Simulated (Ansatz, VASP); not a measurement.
# One calculation of ZnS3, two programs

The input INCAR:

```
SYSTEM = ZnS3
  ALGO = Normal
  EDIFF = 1E-6
  EDIFFG = -0.04
  ENCUT = 600
  GGA = PE
  IBRION = 2
  ISIF = 3
  ISMEAR = 0
  LASPH = .True.
  LCHARG = .False.
  LREAL = .False.
  LWAVE = .False.
  NELM = 60
  NSW = 90
  PREC = Accurate
  SIGMA = 0.1
```

KPOINTS

```
k-points
0
Gamma
  4 4 4
  0 0 0
```

File POSCAR:

```
ZnS3
1.0
    4.3166166700      0.0000000000      0.0000000000
    0.0000000000      4.3166166700      0.0000000000
    0.0000000000      0.0000000000      4.3166166700
Zn S
1 3
Direct
    0.0000000000      0.0000000000      0.0000000000
    0.0000000000      0.5000000000      0.5000000000
    0.5000000000      0.0000000000      0.5000000000
    0.5000000000      0.5000000000      0.0000000000
```

Input for Ansatz:

```yaml
crystal:
  lattice:
    - [4.31661667, 0.0, 0.0]
    - [0.0, 4.31661667, 0.0]
    - [0.0, 0.0, 4.31661667]
  atoms:
    - { symbol: Zn, position: [0.0, 0.0, 0.0] }
    - { symbol: S, position: [0.0, 0.5, 0.5] }
    - { symbol: S, position: [0.5, 0.0, 0.5] }
    - { symbol: S, position: [0.5, 0.5, 0.0] }
basis:
  ecutwfc: 420
kpoints:
  mp_grid: { grid: [4, 4, 4] }
hamiltonian:
  xc: pbe
scf:
  occupations: { method: gaussian, width: 0.1 }
  lower_state_search: "off"
output:
  forces: true
  stress: true
  eigenvalues: true
relax:
  adjacent_minimum: "off"
  f_tol: 0.04
  max_steps: 70
  cell: { stress_tol: 0.4 }
```

Change from the starting cell: species swapped into the YSn3 type (Pm-3m, No. 221).

Alike in both runs: task relaxation of cell and atoms; functional PBE; k mesh 4 × 4 × 4; occupations gaussian, width 0.1 eV; no spin polarisation.

```csv
,VASP,Ansatz
version,VASP 6.6.1,Ansatz 0.2.0
potentials or method,"VASP PAW PBE potentials, release 64 (Zn, S), cutoff 600 eV","scalar-relativistic, plane waves, PAW"
valence electrons in the cell,30,30
```

Ansatz gave:

* gap on the k mesh at the Fermi level, each at its own relaxed structure (eV): none
* relaxed volume (Å³/atom): 16.91
* relaxed cell length with the largest relative difference (Å): 4.074

Estimate VASP's values.

gap on the k mesh at the Fermi level, each at its own relaxed structure (eV): none; relaxed volume (Å³/atom): 16.92; relaxed cell length with the largest relative difference (Å): 4.075.

A gap of «none» marks a metal or a gap that the smearing closes.

The k mesh is coarse, so the values compare programs but aren't converged. Noted on VASP's run: the volume moved by over 15 % at a fixed basis, so the end points are rough.
